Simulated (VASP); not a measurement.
# AlN: single point with LDA

AlN:

```xyz
2
Lattice="2.1259 2.1259 0.0000 -2.1259 2.1259 0.0000 0.0000 2.1259 2.1259" Properties=species:S:1:pos:R:3 pbc="T T T"
Al    0.0000    0.0000    0.0000
N    -1.0629    3.1888    1.0629
```

- Program: VASP 6.6.1
- Task: single point
- Functional: LDA
- Potentials or basis: VASP PAW LDA potentials, release 64 (Al, N)
- Cutoff: 520 eV
- k mesh: 10 × 10 × 10
- Occupations: gaussian, width 0.01 eV
- Spin: no spin polarisation

```yaml
Pressure: 15.9 GPa
Band_gap_on_the_k_mesh: 3.25 eV, indirect (least direct gap 4.98 eV)
```

Levels at points of the mesh, in eV from the valence-band top:
```csv
k point,band 2,band 3,band 4,band 5,band 6,band 7
"(0.00, 0.00, 0.00)",0.00,0.00,0.00,4.98,13.15,13.15
"(0.50, 0.00, 0.00)",-6.26,-0.49,-0.49,8.01,10.32,11.47
"(0.50, 0.50, 0.00)",-5.21,-1.88,-1.88,3.25,8.90,14.89
```

Wall time 3.9 s on 1 thread of Intel(R) Xeon(R) Platinum 8488C (Sapphire Rapids) (shared host), peak memory 0.12 GiB.

A k mesh can miss the band edges.
